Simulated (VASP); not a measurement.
# Cu in VASP: relaxation of the atoms with PBE

Aim: the relaxation of the atoms of Cu with PBE.

All numbers are computed with VASP 6.6.1; they aren't measurements. Logs are shortened: lines on timing, memory, paths and dates and some standing lists are left out, and cuts for length are marked.

### Step 1. The cell of the first run

The cell holds a slab with vacuum, 3 atoms: a = 2.567 Å, b = 2.567 Å, c = 18.191 Å, α = 90.00°, β = 90.00°, γ = 120.00°.

### Step 2. Relaxation of the atoms, PBE

INCAR

```
PREC = Accurate
ENCUT = 520
EDIFF = 1E-6
ISMEAR = 0
SIGMA = 0.1
LREAL = False
LASPH = True
NELM = 80
ALGO = Normal
ISIF = 2
LWAVE = False
LCHARG = False
LDIPOL = True
IDIPOL = 3
DIPOL = 0.5 0.5 0.500
GGA = PE
IBRION = 2
NSW = 70
EDIFFG = -0.03
```

KPOINTS

```
Automatic mesh
0
Gamma
  12 12 1
```

POSCAR

```
Cu
1.0
    2.5666196361      0.0000000000      0.0000000000
   -1.2833098180      2.2227578067      0.0000000000
    0.0000000000      0.0000000000     18.1912723148
Cu
3
Selective dynamics
Direct
    0.6666666667      0.3333333333      0.3847999128  F F F
    0.3333333333      0.6666666667      0.5000000000  T T T
    0.0000000000      0.0000000000      0.6152000872  T T T
```

Potentials or basis: VASP PAW PBE potentials, release 64 (Cu).

Started as:

```
> cat potpaw_PBE.64/Cu/POTCAR > POTCAR
> mpirun -np 1 vasp_std > vasp.out
```

OUTCAR:

```text
PREC = Accurate
   ENCUT = 520
   EDIFF = 1E-6
   ISMEAR = 0
   LREAL = False
   LASPH = True
   NELM = 80
   ISIF = 2
   GGA = PE
   IBRION = 2
   NSW = 70
   EDIFFG = -0.03

 ion  position               nearest neighbor table
   1  0.667  0.333  0.385-   2 2.57   2 2.57   2 2.57
   2  0.333  0.667  0.500-   3 2.57   1 2.57   1 2.57   3 2.57   3 2.57   1 2.57
   3  0.000  0.000  0.615-   2 2.57   2 2.57   2 2.57

  LATTYP: Found a hexagonal cell.
 ALAT       =     2.5666196361
 C/A-ratio  =     7.0876385651

  Lattice vectors:

 A1 = (   2.5666196361,   0.0000000000,   0.0000000000)
 A2 = (  -1.2833098180,   2.2227578067,   0.0000000000)
 A3 = (   0.0000000000,   0.0000000000,  18.1912723148)

Analysis of symmetry for initial positions (statically):
=====================================================================
 Subroutine PRICEL returns:
 Original cell was already a primitive cell.

 Routine SETGRP: Setting up the symmetry group for a
 hexagonal supercell.

 Subroutine GETGRP returns: Found 12 space group operations
 (whereof  6 operations were pure point group operations)
 out of a pool of 24 trial point group operations.

The static configuration has the point symmetry C_3v.
 The point group associated with its full space group is D_3d.

Analysis of symmetry for dynamics (positions and initial velocities):
=====================================================================
 Subroutine PRICEL returns:
 Original cell was already a primitive cell.

 Routine SETGRP: Setting up the symmetry group for a
 hexagonal supercell.

 Subroutine GETGRP returns: Found 12 space group operations
 (whereof  6 operations were pure point group operations)
 out of a pool of 24 trial point group operations.

The dynamic configuration has the point symmetry C_3v.
 The point group associated with its full space group is D_3d.

Analysis of constrained symmetry for selective dynamics:
=====================================================================
 Subroutine PRICEL returns:
 Original cell was already a primitive cell.

 Routine SETGRP: Setting up the symmetry group for a
 hexagonal supercell.

 Subroutine GETGRP returns: Found  6 space group operations
 (whereof  6 operations were pure point group operations)
 out of a pool of 24 trial point group operations.

The constrained configuration has the point symmetry C_3v.

 Subroutine INISYM returns: Found  6 space group operations
 (whereof  6 operations are pure point group operations),
 and found     1 'primitive' translations

----------------------------------------------------------------------------------------

                                     Primitive cell

  volume of cell :     103.7807

  direct lattice vectors                    reciprocal lattice vectors
     2.566619636  0.000000000  0.000000000     0.389617529  0.224945785  0.000000000
    -1.283309818  2.222757807  0.000000000     0.000000000  0.449891570  0.000000000
     0.000000000  0.000000000 18.191272315     0.000000000  0.000000000  0.054971416

  length of vectors
     2.566619636  2.566619636 18.191272315     0.449891570  0.449891570  0.054971416

  position of ions in fractional coordinates (direct lattice)
     0.666666667  0.333333333  0.384799913
     0.333333333  0.666666667  0.500000000
     0.000000000  0.000000000  0.615200087

  ion indices of the primitive-cell ions
   primitive index   ion index
                 1           1
                 2           2
                 3           3

----------------------------------------------------------------------------------------

 KPOINTS: Automatic mesh

Automatic generation of k-mesh.
 Grid dimensions read from file:
 generate k-points for:   12   12    1

 Generating k-lattice:

  Cartesian coordinates                     Fractional coordinates (reciprocal lattice)
     0.032468127  0.018745482  0.000000000     0.083333333 -0.000000000  0.000000000
     0.000000000  0.037490964  0.000000000     0.000000000  0.083333333  0.000000000
     0.000000000  0.000000000  0.054971416     0.000000000  0.000000000  1.000000000

  Length of vectors
     0.037490964  0.037490964  0.054971416

  Shift w.r.t. Gamma in fractional coordinates (k-lattice)
     0.000000000  0.000000000  0.000000000

 Subroutine IBZKPT returns following result:
 ===========================================

 Found     19 irreducible k-points:

 Following reciprocal coordinates:
            Coordinates               Weight
  0.000000  0.000000  0.000000      1.000000
  0.083333 -0.000000  0.000000      6.000000
  0.166667  0.000000  0.000000      6.000000
  0.250000  0.000000  0.000000      6.000000
  0.333333  0.000000  0.000000      6.000000
  0.416667 -0.000000  0.000000      6.000000
[... 11 lines left out ...]
  0.333333  0.250000  0.000000     12.000000
  0.333333  0.333333  0.000000      2.000000
   k-points           NKPTS =     19   k-points in BZ     NKDIM =     19   number of bands    NBANDS=     20
   number of dos      NEDOS =    301   number of ions     NIONS =      3
   total plane-waves  NPLWV =  56000
   dimension x,y,z NGX =    20 NGY =   20 NGZ =  140
   dimension x,y,z NGXF=    40 NGYF=   40 NGZF=  280
   ions per type =               3
   NGX,Y,Z   is equivalent  to a cutoff of  12.95, 12.95, 12.79 a.u.
   NGXF,Y,Z  is equivalent  to a cutoff of  25.91, 25.91, 25.59 a.u.
 SYSTEM =  unknown system
   PREC   = accura    normal or accurate (medium, high low for compatibility)
   ISTART =      0    job   : 0-new  1-cont  2-samecut
   ICHARG =      2    charge: 1-file 2-atom 10-const
   ISPIN  =      1    spin polarized calculation?
   LNONCOLLINEAR =      F non collinear calculations
   LSORBIT =      F    spin-orbit coupling
   LASPH  =      T    aspherical Exc in radial PAW
   ENCUT  =  520.0 eV  38.22 Ry    6.18 a.u.   4.77  4.77 33.82*2*pi/ulx,y,z
   NELM   =     80;   NELMIN=  2; NELMDL= -5     # of ELM steps
   EDIFF  = 0.1E-05   stopping-criterion for ELM
   LREAL  =      F    real-space projection
   EDIFFG = -.3E-01   stopping-criterion for IOM
   NSW    =     70    number of steps for IOM
   IBRION =      2    ionic relax: 0-MD 1-quasi-New 2-CG
   NFREE  =      1    steps in history (QN), initial steepest desc. (CG)
   ISIF   =      2    stress and relaxation
   ISYM   =      2    0-nonsym 1-usesym 2-fastsym
   POTIM  = 0.5000    time-step for ionic-motion
   TEBEG  =    0.0;   TEEND  =   0.0 temperature during run
   PSTRESS=    0.0 pullay stress
   NELECT =      33.0000    total number of electrons
   NUPDOWN=      -1.0000    fix difference up-down
   EMIN   =  10.00;   EMAX   =-10.00  energy-range for DOS
   EFERMI =   0.00;   METHOD = LEGACY
   ISMEAR =     0;   SIGMA  =   0.10  broadening in eV -4-tet -1-fermi 0-gaus
   EFERMI_NEDOS =   21; number of points for ismear=-14 and -15
   IALGO  =     38    algorithm
   IMIX   =      4    mixing-type and parameters
     AMIX     =   0.40;   BMIX     =  1.00
     AMIX_MAG =   1.60;   BMIX_MAG =  1.00
  volume/ion in A,a.u.               =      34.59       233.45
  Fermi-wavevector in a.u.,A,eV,Ry     =   1.117396  2.111573 16.987888  1.248575
  Thomas-Fermi vector in A             =   2.254019
   LORBIT       =      0    0 simple, 1 ext, 2 COOP (PROOUT), +10 PAW based schemes
   GGA     = PE    functional components
   LHFCALC =     F    Hartree Fock is set to
   AEXX    =    0.0000 exact exchange contribution
   IVDW    =     0    specifies the selected vdW correction
   LEPSILON=     F    determine dielectric tensor
   LRPA    =     F    only Hartree local field effects (RPA)
 conjugate gradient relaxation of ions
 non-spin polarized calculation
 Gauss-broadening in eV      SIGMA  =   0.10
  energy-cutoff  :      520.00
  volume of cell :      103.78
 maximum number of plane-waves:      2818
 NGX is ok and might be reduce to    20
   NGX =  9   NGY =  9   NGZ = 67

--------------------------------------- Ionic step        1  -------------------------------------------

 number of electron      32.9999999 magnetization

 Free energy of the ion-electron system (eV)
  ---------------------------------------------------
  ext. energy  EPLUGINS =         0.00000000
  ---------------------------------------------------
  free energy    TOTEN  =       -10.22507317 eV

  energy without entropy =      -10.20590806  energy(sigma->0) =      -10.21549061

------------------------ aborting loop because EDIFF is reached ----------------------------------------

  FORCE on cell =-STRESS in cart. coord.  units (eV):
  Direction    XX          YY          ZZ          XY          YZ          ZX
  --------------------------------------------------------------------------------------
  -------------------------------------------------------------------------------------
  Total       -1.0598862     -1.0598862     -0.3527776     -0.0000000      0.0000000      0.0000000
  in kB      -16.3626288    -16.3626288     -5.4462160     -0.0000000      0.0000000      0.0000000
  external PRESSURE =     -12.7238245 kB  Pullay stress =       0.0000000 kB
[... 240 lines left out ...]
  FREE ENERGIE OF THE ION-ELECTRON SYSTEM (eV)
  ---------------------------------------------------
  free  energy   TOTEN  =       -10.2269510197 eV

  energy  without entropy=      -10.2079248624  energy(sigma->0) =      -10.21743794

 dipolmoment           0.000000      0.000000      0.000006 electrons x Angstroem

--------------------------------------- Ionic step        8  -------------------------------------------

 number of electron      33.0000005 magnetization

 dipolmoment           0.000000      0.000000     -0.000043 electrons x Angstroem

 Free energy of the ion-electron system (eV)
  ---------------------------------------------------
  ext. energy  EPLUGINS =         0.00000000
  ---------------------------------------------------
  free energy    TOTEN  =       -10.22718460 eV

  energy without entropy =      -10.20850481  energy(sigma->0) =      -10.21784471

 E-fermi :  -0.4677     XC(G=0):  -5.3299

 val. band max:       -0.4753932304   @ k =   0.3333   0.1667   0.0000
 cond. band min:      -0.4658332436   @ k =   0.2500   0.2500   0.0000
 fundamental gap:      0.0095599868
 Fermi energy:        -0.4676589804

 k-point     1 :       0.0000    0.0000    0.0000
  band No.  band energies     occupation
      1      -9.0331      2.00000
      2      -7.0210      2.00000
      3      -5.5495      2.00000
      4      -3.4023      2.00000
      5      -3.4023      2.00000
      6      -3.3910      2.00000
[... 12 lines left out ...]
     19      -0.4651      0.97160
[... 400 lines left out ...]
      6      -3.4427      2.00000
[... 12 lines left out ...]
     19       4.2911      0.00000
     20       5.6384      0.00000

------------------------ aborting loop because EDIFF is reached ----------------------------------------

 vacuum level on the upper side and lower side of the slab       (xc-potential included)        -0.010        -0.009

  FORCE on cell =-STRESS in cart. coord.  units (eV):
  Direction    XX          YY          ZZ          XY          YZ          ZX
  --------------------------------------------------------------------------------------
  -------------------------------------------------------------------------------------
  Total       -0.8050315     -0.8050315      0.0194875     -0.0000000     -0.0000000      0.0000000
  in kB      -12.4281571    -12.4281571      0.3008506     -0.0000000     -0.0000000      0.0000000
  external PRESSURE =      -8.1851545 kB  Pullay stress =       0.0000000 kB

 VOLUME and BASIS-vectors are now :
 -----------------------------------------------------------------------------
  energy-cutoff  :      520.00
  volume of cell :      103.78
      direct lattice vectors                 reciprocal lattice vectors
     2.566619636  0.000000000  0.000000000     0.389617529  0.224945785  0.000000000
    -1.283309818  2.222757807  0.000000000     0.000000000  0.449891570  0.000000000
     0.000000000  0.000000000 18.191272315     0.000000000  0.000000000  0.054971416
[... 9 lines left out ...]
  FREE ENERGIE OF THE ION-ELECTRON SYSTEM (eV)
  ---------------------------------------------------
  free  energy   TOTEN  =       -10.2271845994 eV

  energy  without entropy=      -10.2085048122  energy(sigma->0) =      -10.21784471

 reached required accuracy - stopping structural energy minimisation

 vacuum level on the upper side and lower side of the slab         4.238         4.237
```

Run time: 6.4 min. Hardware: 1 thread of Intel Xeon 8259CL, shared host; peak memory 0.24 GiB.

Results:

```
Free energy               : -10.2272 eV
Energy gained by relaxing : 0.7 meV/atom
Ionic steps               : 8
Band gap on the k mesh    : zero (an odd number of electrons rules out a gap without spin polarisation)
```

The path:
| step | energy change (eV) | largest force on free atoms (eV/Å) | pressure (GPa) |
| --- | --- | --- | --- |
| 1 | 0.0000 | 0.0792 | -1.27 |
| 2 | -0.0003 | 0.0678 | -1.24 |
| 3 | -0.0008 | 0.0540 | -1.22 |
| 4 | -0.0006 | 0.1409 | -0.97 |
| 5 | -0.0010 | 0.0844 | -1.15 |
| 6 | -0.0013 | 0.0735 | -1.07 |
| 7 | -0.0019 | 0.0412 | -0.99 |
| 8 | -0.0021 | 0.0275 | -0.82 |

Final structure:
```cif
data_structure
_symmetry_space_group_name_H-M 'P 1'
_symmetry_Int_Tables_number 1
_cell_length_a 2.5666
_cell_length_b 2.5666
_cell_length_c 18.1913
_cell_angle_alpha 90.000
_cell_angle_beta 90.000
_cell_angle_gamma 120.000
_cell_volume 103.78
loop_
_atom_site_label
_atom_site_type_symbol
_atom_site_fract_x
_atom_site_fract_y
_atom_site_fract_z
_atom_site_occupancy
Cu1 Cu 0.66667 0.33333 0.38480 1
Cu2 Cu 0.33333 0.66667 0.49816 1
Cu3 Cu 0.00000 0.00000 0.61191 1
```

Levels at points of the mesh, in eV from the Fermi level:
| k point | band 13 | band 14 | band 15 | band 16 | band 17 | band 18 | band 19 | band 20 |
| --- | --- | --- | --- | --- | --- | --- | --- | --- |
| (0.00, 0.00, 0.00) | -2.08 | -1.79 | -1.79 | -1.56 | -1.56 | -1.47 | 0.00 | 4.15 |
| (0.50, 0.00, 0.00) | -1.56 | -1.33 | -1.31 | 0.07 | 1.18 | 1.61 | 4.49 | 5.65 |
